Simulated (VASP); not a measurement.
PbO2:

```xyz
6
Lattice="4.9950 0.0000 0.0000 0.0000 4.9950 0.0000 0.0000 0.0000 3.4090" Properties=species:S:1:pos:R:3 pbc="T T T"
Pb    2.4975    2.4975    1.7045
Pb    0.0000    0.0000    0.0000
O     3.4594    3.4594    0.0000
O     4.0331    0.9619    1.7045
O     0.9619    4.0331    1.7045
O     1.5356    1.5356    0.0000
```

Base run:

| Quantity | Value |
| --- | --- |
| Program | VASP 6.6.1 |
| Functional | PBEsol |
| Potentials or basis | VASP PAW PBE potentials, release 64 (Pb_d, O) |
| Cutoff | 520 eV |
| k mesh | 6 × 6 × 8 |
| Occupations | fermi-dirac, width 0.05 eV |
| Spin | no spin polarisation |

Its results: pressure 0.5 GPa; largest force 0.006 eV/Å.

The run is repeated on the same cell with these changes: functional from PBEsol to LDA; potentials or basis from VASP PAW PBE potentials, release 64 (Pb_d, O) to VASP PAW LDA potentials, release 64 (Pb_d, O). What comes out?

Pressure -3.6 GPa; largest force 0.040 eV/Å.

Caveats: the PAW data sets were made with another functional, which shifts forces and pressure a little (some runs).
